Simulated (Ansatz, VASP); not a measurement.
This is a calculation of NaCl for VASP 6.6.1.

Contents of INCAR:

```
PREC = Accurate ; ENCUT = 600
EDIFF = 1E-7 ; ISMEAR = -1
SIGMA = 0.05 ; LREAL = F
LASPH = T ; NELM = 80
ALGO = Normal ; ISIF = 3
LWAVE = F ; LCHARG = F
GGA = RE ; IBRION = 2
NSW = 60 ; EDIFFG = -0.01
```

The input KPOINTS:

```
Automatic mesh
0
Gamma
  8 8 8
```

Contents of POSCAR:

```
NaCl
1.0
    0.0000000000      2.7940632177      2.7940632177
    2.7940632177      0.0000000000      2.7940632177
    2.7940632177      2.7940632177      0.0000000000
Cl Na
1 1
Direct
    0.5000000000      0.5000000000      0.5000000000
    0.0000000000      0.0000000000      0.0000000000
```

Potentials or basis: VASP PAW PBE potentials, release 64 (Cl, Na_pv).

Command:

```sh
$ cat potpaw_PBE.64/Cl/POTCAR potpaw_PBE.64/Na_pv/POTCAR > POTCAR
$ mpirun -np 1 vasp_std > vasp.out
```

Problem. Translate it to Ansatz 0.2.0. Potentials there: Ansatz PAW.

Solution. As run (the cutoff follows the program's own potentials):

input.yaml

```yaml
crystal:
  lattice:
    - [0.0, 2.7940632177, 2.7940632177]
    - [2.7940632177, 0.0, 2.7940632177]
    - [2.7940632177, 2.7940632177, 0.0]
  atoms:
    - { symbol: Cl, position: [0.5, 0.5, 0.5] }
    - { symbol: Na, position: [0.0, 0.0, 0.0] }
hamiltonian:
  xc: revpbe
  pseudopotentials: { kind: paw }
kpoints:
  mp_grid: { grid: [8, 8, 8] }
scf:
  occupations: { method: fermi_dirac, width: 0.05 }
output:
  forces: true
  stress: true
relax:
  f_tol: 0.01
  max_steps: 40
  cell: { stress_tol: 0.05 }
```

Potentials or basis: Ansatz PAW.

Launch:

```sh
$ ansatz run input.yaml --threads 2 --pin off --max-ram 5632MiB --backend cpu --events-out ev --progress --plain --runs-dir out
```

Both were run:

|  | VASP | Ansatz | Ansatz less VASP |
| --- | --- | --- | --- |
| relaxed volume (Å³/atom) | 24.75 | 24.69 | -0.058 |
| relaxed cell length with the largest relative difference (Å) | 4.121 | 4.118 | -0.0032 |

VASP's potentials were made for PBE, not for revPBE. VASP's potentials hold 14 valence electrons a cell and Ansatz's 16, so a difference there can come from the potentials and not from the codes.

Noted on Ansatz's run: the plane-wave basis is chosen anew once the cell has moved, so the energies of steps on either side of that aren't comparable.
